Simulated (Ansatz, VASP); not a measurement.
**One calculation of GaN, two programs**

```xyz
4
Lattice="3.1831 0.0000 0.0000 -1.5915 2.7566 0.0000 0.0000 0.0000 5.1836" Properties=species:S:1:pos:R:3 pbc="T T T"
Ga    0.0000    1.8378    5.1790
Ga    1.5915    0.9189    2.5872
N     0.0000    1.6378    1.8485
N     1.5915    0.9189    4.5403
```

Alike in both runs: task single point; functional r2SCAN; k mesh 12 × 12 × 6; occupations gaussian, width 0.05 eV; no spin polarisation.

```csv
,VASP,Ansatz
version,VASP 6.6.1,Ansatz 0.2.0
potentials or method,"VASP PAW PBE potentials, release 64 (Ga_d, N), cutoff 520 eV","scalar-relativistic, plane waves, PAW"
valence electrons in the cell,36,36
```

Ansatz gave:

```
gap on the k mesh at the Fermi level (eV)                     : 2.13
least direct gap on the mesh (eV)                             : 2.13
pressure (GPa)                                                : 2.0
traceless stress, the component that is largest in VASP (GPa) : -5.74
rms of the force components (eV/Å)                            : 0.794
```

Q: Which values does VASP return?

A: gap on the k mesh at the Fermi level (eV): 2.13; least direct gap on the mesh (eV): 2.13; pressure (GPa): 3.1; traceless stress, the component that is largest in VASP (GPa): -6.05; rms of the force components (eV/Å): 0.810.

VASP's potentials were made for PBE, not for r2SCAN. Atom by atom the forces differ by 0.020 eV/Å (rms over components).
